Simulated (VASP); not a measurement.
# Li2Hf2O (P6/mmm) in VASP: notebook

The runs below take Li2Hf2O through single point, relaxation of cell and atoms, with PBE.

Program: VASP 6.6.1. These are calculated values, not measurements. Logs are shortened: lines on timing, memory, paths and dates and some standing lists are left out, and cuts for length are marked.

## (1) The cell of the first run

It takes space group P6/mmm (No. 191, hexagonal). The conventional cell has a = 4.505 Å, b = 4.505 Å, c = 6.220 Å, α = 90.00°, β = 90.00°, γ = 120.00°. Within 3.4 Å of Li (site symmetry -6m2) lie 3 Li at 2.60 Å and 3 O at 2.60 Å and 2 Hf at 3.11 Å. Within 3.4 Å of Hf (site symmetry -6m2) lie 3 Hf at 2.60 Å and 2 Li at 3.11 Å. O (site symmetry 6/mmm) has 6 Li at 2.60 Å within 3.4 Å.

The cell was built from a structure type or drawn by symmetry, and may not be a known phase.

## (2) Single point, PBE

Contents of INCAR:

```
SYSTEM = Li2Hf2O
PREC = Accurate
ENCUT = 520
EDIFF = 1E-6
ISMEAR = 0
SIGMA = 0.1
LREAL = .False.
LASPH = .True.
NELM = 100
ALGO = Normal
ISIF = 2
LWAVE = .False.
LCHARG = .False.
GGA = PE
NBANDS = 24
```

Contents of KPOINTS:

```
Automatic mesh
0
Gamma
  6 6 4
  0 0 0
```

Contents of POSCAR:

```
Li2Hf2O
1.0
    4.5053645719     -0.0000000030      0.0000000000
   -2.2526822834      3.9017601741      0.0000000000
    0.0000000000      0.0000000000      6.2200563492
Li Hf O
2 2 1
Direct
    0.3333333333      0.6666666667      0.5000000000
    0.6666666667      0.3333333333      0.5000000000
    0.3333333333      0.6666666667      0.0000000000
    0.6666666667      0.3333333333      0.0000000000
    0.0000000000      0.0000000000      0.5000000000
```

Potentials or basis: VASP PAW PBE potentials, release 64 (Li_sv, Hf_pv, O).

Run with:

```console
> cat potpaw_PBE.64/Li_sv/POTCAR potpaw_PBE.64/Hf_pv/POTCAR potpaw_PBE.64/O/POTCAR > POTCAR
> mpirun -np 1 vasp_std > vasp.out
```

OUTCAR:

```text
SYSTEM = Li2Hf2O
   PREC = Accurate
   ENCUT = 520
   EDIFF = 1E-6
   ISMEAR = 0
   LREAL = .False.
   LASPH = .True.
   NELM = 100
   ISIF = 2
   GGA = PE

 ion  position               nearest neighbor table
   1  0.333  0.667  0.500-   2 2.60   2 2.60   2 2.60   3 3.11   3 3.11
   2  0.667  0.333  0.500-   1 2.60   1 2.60   1 2.60   4 3.11   4 3.11
   3  0.333  0.667  0.000-   4 2.60   4 2.60   4 2.60   1 3.11   1 3.11
   4  0.667  0.333  0.000-   3 2.60   3 2.60   3 2.60   2 3.11   2 3.11
   5  0.000  0.000  0.500-

  LATTYP: Found a hexagonal cell.
 ALAT       =     4.5053645719
 C/A-ratio  =     1.3805889068

  Lattice vectors:

 A1 = (   4.5053645719,  -0.0000000030,   0.0000000000)
 A2 = (  -2.2526822834,   3.9017601741,   0.0000000000)
 A3 = (   0.0000000000,   0.0000000000,   6.2200563492)

Analysis of symmetry for initial positions (statically):
=====================================================================
 Subroutine PRICEL returns:
 Original cell was already a primitive cell.

 Routine SETGRP: Setting up the symmetry group for a
 hexagonal supercell.

 Subroutine GETGRP returns: Found 24 space group operations
 (whereof 24 operations were pure point group operations)
 out of a pool of 24 trial point group operations.

The static configuration has the point symmetry D_6h.

Analysis of symmetry for dynamics (positions and initial velocities):
=====================================================================
 Subroutine PRICEL returns:
 Original cell was already a primitive cell.

 Routine SETGRP: Setting up the symmetry group for a
 hexagonal supercell.

 Subroutine GETGRP returns: Found 24 space group operations
 (whereof 24 operations were pure point group operations)
 out of a pool of 24 trial point group operations.

The dynamic configuration has the point symmetry D_6h.

 Subroutine INISYM returns: Found 24 space group operations
 (whereof 24 operations are pure point group operations),
 and found     1 'primitive' translations

----------------------------------------------------------------------------------------

                                     Primitive cell

  volume of cell :     109.3415

  direct lattice vectors                    reciprocal lattice vectors
     4.505364572 -0.000000003  0.000000000     0.221957621  0.128147292  0.000000000
    -2.252682283  3.901760174  0.000000000     0.000000000  0.256294584  0.000000000
     0.000000000  0.000000000  6.220056349     0.000000000  0.000000000  0.160770248

[... 87 lines left out ...]
   EDIFFG = 0.1E-04   stopping-criterion for IOM
   NSW    =      0    number of steps for IOM
   IBRION =     -1    ionic relax: 0-MD 1-quasi-New 2-CG
   NFREE  =      0    steps in history (QN), initial steepest desc. (CG)
   ISIF   =      2    stress and relaxation
   ISYM   =      2    0-nonsym 1-usesym 2-fastsym
   POTIM  = 0.5000    time-step for ionic-motion
   TEBEG  =    0.0;   TEEND  =   0.0 temperature during run
   PSTRESS=    0.0 pullay stress
   NELECT =      32.0000    total number of electrons
   NUPDOWN=      -1.0000    fix difference up-down
   EMIN   =  10.00;   EMAX   =-10.00  energy-range for DOS
   EFERMI =   0.00;   METHOD = LEGACY
   ISMEAR =     0;   SIGMA  =   0.10  broadening in eV -4-tet -1-fermi 0-gaus
   EFERMI_NEDOS =   21; number of points for ismear=-14 and -15
   IALGO  =     38    algorithm
   IMIX   =      4    mixing-type and parameters
     AMIX     =   0.40;   BMIX     =  1.00
     AMIX_MAG =   1.60;   BMIX_MAG =  1.00
  volume/ion in A,a.u.               =      21.87       147.57
  Fermi-wavevector in a.u.,A,eV,Ry     =   1.086917  2.053976 16.073780  1.181389
  Thomas-Fermi vector in A             =   2.223065
   LORBIT       =      0    0 simple, 1 ext, 2 COOP (PROOUT), +10 PAW based schemes
   GGA     = PE    functional components
   LHFCALC =     F    Hartree Fock is set to
   AEXX    =    0.0000 exact exchange contribution
   IVDW    =     0    specifies the selected vdW correction
   LEPSILON=     F    determine dielectric tensor
   LRPA    =     F    only Hartree local field effects (RPA)
 non-spin polarized calculation
 Gauss-broadening in eV      SIGMA  =   0.10
  energy-cutoff  :      520.00
  volume of cell :      109.34
 maximum number of plane-waves:      2981
 NGX is ok and might be reduce to    36
   NGX = 17   NGY = 17   NGZ = 23

 number of electron      32.0000010 magnetization

 Free energy of the ion-electron system (eV)
  ---------------------------------------------------
  ext. energy  EPLUGINS =         0.00000000
  ---------------------------------------------------
  free energy    TOTEN  =       -23.28629792 eV

  energy without entropy =      -23.23989162  energy(sigma->0) =      -23.26309477

 E-fermi :   1.5316     XC(G=0):  -8.7214

 val. band max:        1.5301394499   @ k =   0.0000   0.0000   0.5000
 cond. band min:       1.5431537664   @ k =   0.3333   0.0000   0.5000
 fundamental gap:      0.0130143165
 Fermi energy:         1.5316338503

 k-point     1 :       0.0000    0.0000    0.0000
  band No.  band energies     occupation
      1     -45.2050      2.00000
      2     -45.1581      2.00000
      3     -29.7310      2.00000
      4     -29.7310      2.00000
      5     -29.2828      2.00000
      6     -28.8528      2.00000
[... 556 lines left out ...]
     23       5.2645      0.00000
     24       5.8539      0.00000

------------------------ aborting loop because EDIFF is reached ----------------------------------------

  FORCE on cell =-STRESS in cart. coord.  units (eV):
  Direction    XX          YY          ZZ          XY          YZ          ZX
  --------------------------------------------------------------------------------------
  -------------------------------------------------------------------------------------
  Total       -0.2076002     -0.2076002      0.1049053      0.0000000      0.0000000      0.0000000
  in kB       -3.0419595     -3.0419595      1.5371740      0.0000000      0.0000000      0.0000000
  external PRESSURE =      -1.5155817 kB  Pullay stress =       0.0000000 kB

 VOLUME and BASIS-vectors are now :
 -----------------------------------------------------------------------------
  energy-cutoff  :      520.00
  volume of cell :      109.34
      direct lattice vectors                 reciprocal lattice vectors
     4.505364572 -0.000000003  0.000000000     0.221957621  0.128147292  0.000000000
    -2.252682283  3.901760174  0.000000000     0.000000000  0.256294584  0.000000000
     0.000000000  0.000000000  6.220056349     0.000000000  0.000000000  0.160770248

 POSITION                                       TOTAL-FORCE (eV/Angst)
 -----------------------------------------------------------------------------------
      0.00000      2.60117      3.11003        -0.000000      0.000000     -0.000000
      2.25268      1.30059      3.11003         0.000000      0.000000      0.000000
      0.00000      2.60117      0.00000        -0.000000      0.000000     -0.000000
      2.25268      1.30059      0.00000         0.000000     -0.000000      0.000000
      0.00000      0.00000      3.11003        -0.000000      0.000000     -0.000000
 -----------------------------------------------------------------------------------
    total drift:                                0.000000      0.000000      0.000000

  FREE ENERGIE OF THE ION-ELECTRON SYSTEM (eV)
  ---------------------------------------------------
  free  energy   TOTEN  =       -23.2862979209 eV

  energy  without entropy=      -23.2398916184  energy(sigma->0) =      -23.26309477
```

OSZICAR:

```text
N       E                     dE             d eps       ncg     rms          rms(c)
DAV:   1     0.162513308318E+03    0.16251E+03   -0.16372E+04  1024   0.129E+03
DAV:   2    -0.770493270863E+01   -0.17022E+03   -0.16003E+03  1152   0.318E+02
DAV:   3    -0.247222786390E+02   -0.17017E+02   -0.16375E+02  1640   0.656E+01
DAV:   4    -0.263560931314E+02   -0.16338E+01   -0.15990E+01  1568   0.183E+01
DAV:   5    -0.264905113338E+02   -0.13442E+00   -0.13440E+00  1552   0.351E+00    0.291E+01
DAV:   6    -0.276118197611E+02   -0.11213E+01   -0.31163E+01  1248   0.190E+01    0.391E+01
DAV:   7    -0.236570696783E+02    0.39548E+01   -0.66152E+00  1232   0.105E+01    0.135E+01
DAV:   8    -0.234055372368E+02    0.25153E+00   -0.19265E+00  1368   0.579E+00    0.564E+00
DAV:   9    -0.232841518546E+02    0.12139E+00   -0.31765E-01  1360   0.258E+00    0.103E+00
DAV:  10    -0.232870272245E+02   -0.28754E-02   -0.26794E-02  1280   0.730E-01    0.377E-01
DAV:  11    -0.232862685671E+02    0.75866E-03   -0.39768E-03  1352   0.294E-01    0.184E-01
DAV:  12    -0.232862936257E+02   -0.25059E-04   -0.66142E-04  1416   0.123E-01    0.556E-02
DAV:  13    -0.232863059026E+02   -0.12277E-04   -0.49763E-05  1360   0.342E-02    0.648E-02
DAV:  14    -0.232863006518E+02    0.52508E-05   -0.22834E-05  1184   0.229E-02    0.174E-02
DAV:  15    -0.232862979481E+02    0.27038E-05   -0.78994E-06  1208   0.112E-02    0.310E-03
DAV:  16    -0.232862979209E+02    0.27163E-07   -0.81521E-07   880   0.441E-03
   1 F= -.23286298E+02 E0= -.23263095E+02  d E =-.464063E-01
```

stdout:

```text
POSCAR found type information on POSCAR LiHfO
 POSCAR found :  3 types and       5 ions
 scaLAPACK will be used
 LDA part: xc-table for (Slater+PW92), standard interpolation
 POSCAR, INCAR and KPOINTS ok, starting setup
 FFT: planning ... GRIDC
 FFT: planning ... GRID_SOFT
 FFT: planning ... GRID
 WAVECAR not read
 entering main loop
```

Wall time 42 s (1 thread of Intel Xeon Platinum 8559C (Emerald Rapids), shared host); peak memory 0.26 GiB.

What came out:

```
Free energy            : -23.2863 eV
Band gap on the k mesh : zero (bands 16 and 17 overlap by 0.34 eV)
```

Caveat: the cutoff is under 1.25 times the usual one of these potentials, so pressure, stress and relaxed cells hold a basis-set (Pulay) error; spin-orbit coupling is left out, which moves the levels of the heavy elements.

## (3) Relaxation of cell and atoms, PBE

This run uses another cell than the first one, of 14.21 Å³/atom.

Contents of INCAR:

```
  PREC = Accurate
  ENCUT = 600
  EDIFF = 1E-6
  ISMEAR = 0
  SIGMA = 0.1
  LREAL = False
  LASPH = True
  NELM = 100
  ALGO = Normal
  ISIF = 3
  LWAVE = False
  LCHARG = False
  GGA = PE
  IBRION = 2
  NSW = 90
  EDIFFG = -0.04
```

Contents of KPOINTS:

```
Automatic mesh
0
Gamma
  6 6 4
```

Contents of POSCAR:

```
Li2Hf2O
1.0
    4.3442000500      0.0000000000      0.0000000000
   -2.1721000200      3.7621876000      0.0000000000
    0.0000000000      0.0000000000      4.3465653200
Li Hf O
2 2 1
Direct
    0.3333333300      0.6666666700      0.5000000000
    0.6666666700      0.3333333300      0.5000000000
    0.3333333300      0.6666666700      0.0000000000
    0.6666666700      0.3333333300      0.0000000000
    0.0000000000      0.0000000000      0.5000000000
```

Potentials or basis: VASP PAW PBE potentials, release 64 (Li_sv, Hf_pv, O).

Run with:

```console
> cat potpaw_PBE.64/Li_sv/POTCAR potpaw_PBE.64/Hf_pv/POTCAR potpaw_PBE.64/O/POTCAR > POTCAR
> mpirun -np 1 vasp_std > vasp.out
```

It took 2.1 min on 1 thread of Intel Xeon Platinum 8559C (Emerald Rapids), shared host; peak memory 0.23 GiB.

Results (log left out):

| Quantity | Value |
| --- | --- |
| Free energy | -23.0509 eV |
| Relaxed volume | 20.47 Å³/atom |
| Relaxed cell | a = 4.500 Å, b = 4.500 Å, c = 5.835 Å, α = 90.00°, β = 90.00°, γ = 120.00° |
| Space group after relaxing (to 0.1 Å) | P6/mmm (No. 191) |
| Energy gained by relaxing | 650.8 meV/atom |
| Ionic steps | 7 |
| Pressure after relaxing | -0.2 GPa |
| Band gap on the k mesh | zero (bands 16 and 17 overlap by 0.32 eV) |

The path:
```csv
step,energy change (eV),largest force (eV/Å),pressure (GPa),volume (Å³)
1,0.0000,0.0000,24.37,71.04
2,-2.9894,0.0000,3.01,94.85
3,-3.1793,0.0000,-0.37,102.59
4,-3.1930,0.0000,-1.46,105.63
5,-3.1918,0.0000,-1.67,106.38
6,-3.2479,0.0000,-0.67,103.47
7,-3.2539,0.0000,-0.16,102.34
```

Final structure:
```cif
data_structure
_symmetry_space_group_name_H-M 'P 1'
_symmetry_Int_Tables_number 1
_cell_length_a 4.5003
_cell_length_b 4.5003
_cell_length_c 5.8348
_cell_angle_alpha 90.000
_cell_angle_beta 90.000
_cell_angle_gamma 120.000
_cell_volume 102.34
loop_
_atom_site_label
_atom_site_type_symbol
_atom_site_fract_x
_atom_site_fract_y
_atom_site_fract_z
_atom_site_occupancy
Li1 Li 0.33333 0.66667 0.50000 1
Li2 Li 0.66667 0.33333 0.50000 1
Hf1 Hf 0.33333 0.66667 0.00000 1
Hf2 Hf 0.66667 0.33333 0.00000 1
O1 O 0.00000 0.00000 0.50000 1
```

Levels at points of the mesh, in eV from the Fermi level:
```
           k point  band 13  band 14  band 15  band 16  band 17  band 18  band 19  band 20
(0.00, 0.00, 0.00)    -1.99    -1.05     0.13     0.13     1.11     1.11     1.82     1.82
(0.50, 0.00, 0.00)    -1.53    -1.10    -0.71    -0.51    -0.18     0.32     0.70     0.77
(0.00, 0.00, 0.50)    -1.51    -0.55    -0.17    -0.10    -0.10     1.02     1.02     1.95
(0.50, 0.00, 0.50)    -2.19    -1.27    -0.81    -0.23    -0.19     0.38     0.39     1.38
```

Caveat: the k points lie up to 0.27 Å⁻¹ apart in the final cell; the cutoff is under 1.25 times the usual one of these potentials, so pressure, stress and relaxed cells hold a basis-set (Pulay) error; the volume moved by over 15 % at a fixed basis, so the end points are rough; spin-orbit coupling is left out, which moves the levels of the heavy elements.

## (4) Single point, PBE

This run uses another cell than the first one, of 22.15 Å³/atom.

Contents of INCAR:

```
SYSTEM = Li2Hf2O
  ALGO = Normal
  EDIFF = 1E-6
  ENCUT = 520
  GGA = PE
  ISIF = 2
  ISMEAR = 0
  LASPH = .TRUE.
  LCHARG = .FALSE.
  LREAL = .FALSE.
  LWAVE = .FALSE.
  NBANDS = 24
  NELM = 60
  PREC = Accurate
  SIGMA = 0.1
```

Contents of KPOINTS:

```
k-points
0
G
  12 12 6
  0 0 0
```

Contents of POSCAR:

```
Li2Hf2O
1.0
    4.5114045426      0.0000000000      0.0000000000
   -2.2557022713      3.9069909406      0.0000000000
    0.0000000000      0.0000000000      6.2845839213
Li Hf O
2 2 1
Direct
    0.3333333333      0.6666666667      0.5000000000
    0.6666666667      0.3333333333      0.5000000000
    0.3333333333      0.6666666667      0.0000000000
    0.6666666667      0.3333333333      0.0000000000
    0.0000000000      0.0000000000      0.5000000000
```

Run with:

```console
> cat potpaw_PBE.64/Li_sv/POTCAR potpaw_PBE.64/Hf_pv/POTCAR potpaw_PBE.64/O/POTCAR > POTCAR
> mpirun -np 1 vasp_std > vasp.out
```

It took 2.1 min on 1 thread of Intel Xeon Platinum 8559C (Emerald Rapids), shared host; peak memory 0.36 GiB.

The run converged. Its results:

| Property | Result |
| --- | --- |
| Free energy | -23.2911 eV |
| Band gap on the k mesh | zero (bands 16 and 17 overlap by 0.34 eV) |

Levels at points of the mesh, in eV from the Fermi level:
| k point | band 13 | band 14 | band 15 | band 16 | band 17 | band 18 | band 19 | band 20 |
| --- | --- | --- | --- | --- | --- | --- | --- | --- |
| (0.00, 0.00, 0.00) | -1.81 | -1.05 | 0.16 | 0.16 | 1.07 | 1.07 | 1.19 | 1.85 |
| (0.50, 0.00, 0.00) | -1.52 | -1.25 | -0.62 | -0.48 | -0.18 | 0.18 | 0.64 | 0.76 |
| (0.00, 0.00, 0.50) | -1.59 | -0.70 | -0.10 | 0.03 | 0.03 | 1.02 | 1.02 | 1.92 |
| (0.50, 0.00, 0.50) | -2.03 | -1.27 | -0.72 | -0.28 | -0.18 | 0.28 | 0.42 | 1.27 |

Caveat: the cutoff is under 1.25 times the usual one of these potentials, so pressure, stress and relaxed cells hold a basis-set (Pulay) error; spin-orbit coupling is left out, which moves the levels of the heavy elements.

## (5) Relaxation of cell and atoms, PBE

Contents of INCAR:

```
PREC     = Accurate       # precision mode
ENCUT    = 600            # plane-wave cutoff, eV
EDIFF    = 1E-7           # SCF threshold, eV
ISMEAR   = 0              # smearing method
SIGMA    = 0.1            # smearing width, eV
LREAL    = F              # projectors in reciprocal space
LASPH    = T              # aspherical terms in the spheres
NELM     = 80             # most SCF steps
ALGO     = Normal         # electronic algorithm
ISIF     = 3              # what is computed and relaxed
LWAVE    = F              # write WAVECAR
LCHARG   = F              # write CHGCAR
GGA      = PE             # functional
IBRION   = 2              # ionic algorithm
NSW      = 100            # ionic steps
EDIFFG   = -0.01          # ionic threshold
```

Contents of KPOINTS:

```
regular mesh
0
Gamma
  12 12 6
```

Changes to POSCAR since step 4:

```diff
@@ -2,5 +2,5 @@
 1.0
-    4.5114045426      0.0000000000      0.0000000000
-   -2.2557022713      3.9069909406      0.0000000000
-    0.0000000000      0.0000000000      6.2845839213
+    4.5053645719      0.0000000000      0.0000000000
+   -2.2526822859      3.9017601726      0.0000000000
+    0.0000000000      0.0000000000      6.2200563492
 Li Hf O
```

Run with:

```console
> cat potpaw_PBE.64/Li_sv/POTCAR potpaw_PBE.64/Hf_pv/POTCAR potpaw_PBE.64/O/POTCAR > POTCAR
> mpirun -np 1 vasp_std > vasp.out
```

Run time: 6.2 min. Hardware: 1 thread of Intel Xeon Platinum 8559C (Emerald Rapids), shared host; peak memory 0.39 GiB.

Results (log left out):

```yaml
Free_energy: -23.2910 eV
Relaxed_volume: 21.96 Å³/atom
Relaxed_cell: a = 4.494 Å, b = 4.494 Å, c = 6.275 Å, α = 90.00°, β = 90.00°, γ = 120.00°
Space_group_after_relaxing_to_0.1_Å: P6/mmm (No. 191)
Energy_gained_by_relaxing: 0.2 meV/atom
Ionic_steps: 5
Pressure_after_relaxing: 0.0 GPa
Band_gap_on_the_k_mesh: zero (bands 16 and 17 overlap by 0.34 eV)
```

Step by step:
| step | energy change (eV) | largest force (eV/Å) | pressure (GPa) | volume (Å³) |
| --- | --- | --- | --- | --- |
| 1 | 0.0000 | 0.0000 | 0.01 | 109.34 |
| 2 | -0.0005 | 0.0000 | 0.04 | 109.36 |
| 3 | -0.0011 | 0.0000 | 0.11 | 109.39 |
| 4 | -0.0011 | 0.0000 | 0.12 | 109.39 |
| 5 | -0.0012 | 0.0000 | 0.04 | 109.78 |

Final structure:
```
CELL_PARAMETERS angstrom
4.49436 0.00000 0.00000
-2.24718 3.89223 0.00000
0.00000 0.00000 6.27544
ATOMIC_POSITIONS crystal
Li 0.33333 0.66667 0.50000
Li 0.66667 0.33333 0.50000
Hf 0.33333 0.66667 0.00000
Hf 0.66667 0.33333 0.00000
O 0.00000 0.00000 0.50000
```

Levels at points of the mesh, in eV from the Fermi level:
| k point | band 14 | band 15 | band 16 | band 17 | band 18 | band 19 |
| --- | --- | --- | --- | --- | --- | --- |
| (0.00, 0.00, 0.00) | -1.06 | 0.15 | 0.15 | 1.08 | 1.08 | 1.21 |
| (0.50, 0.00, 0.00) | -1.23 | -0.60 | -0.49 | -0.18 | 0.18 | 0.65 |
| (0.00, 0.00, 0.50) | -0.69 | -0.10 | 0.03 | 0.03 | 1.03 | 1.03 |
| (0.50, 0.00, 0.50) | -1.28 | -0.73 | -0.29 | -0.18 | 0.31 | 0.43 |

Caveat: the cutoff is under 1.25 times the usual one of these potentials, so pressure, stress and relaxed cells hold a basis-set (Pulay) error; spin-orbit coupling is left out, which moves the levels of the heavy elements.

## (6) The runs side by side

```tsv
task	cell	k mesh	cutoff (eV)	gap on the mesh (eV)	pressure (GPa)	relaxed volume (Å³/atom)
single point	a = 4.505, b = 4.505, c = 6.220 Å, angles 90.0, 90.0, 120.0°, 5 atoms	6 × 6 × 4	520	none	-	-
relaxation of cell and atoms	relaxed from a = 4.344, b = 4.344, c = 4.347 Å, angles 90.0, 90.0, 120.0°, 5 atoms	6 × 6 × 4	600	none	-0.2	20.47
single point	a = 4.511, b = 4.511, c = 6.285 Å, angles 90.0, 90.0, 120.0°, 5 atoms	12 × 12 × 6	520	none	-	-
relaxation of cell and atoms	relaxed from a = 4.505, b = 4.505, c = 6.220 Å, angles 90.0, 90.0, 120.0°, 5 atoms	12 × 12 × 6	600	none	0.0	21.96
```

Alike in all rows: level PBE; potentials or basis VASP PAW PBE potentials, release 64 (Li_sv, Hf_pv, O); no spin polarisation; smearing gaussian 0.1 eV.

Caveats: some runs use coarse meshes; the cutoff is under 1.25 times the usual one of these potentials, so pressure, stress and relaxed cells hold a basis-set (Pulay) error; spin-orbit coupling is left out, which moves the levels of the heavy elements; the volume moved by over 15 % at a fixed basis, so the end points are rough (at least some runs).

Total energies depend on the potentials used, so only differences within one code and one set of settings carry meaning.
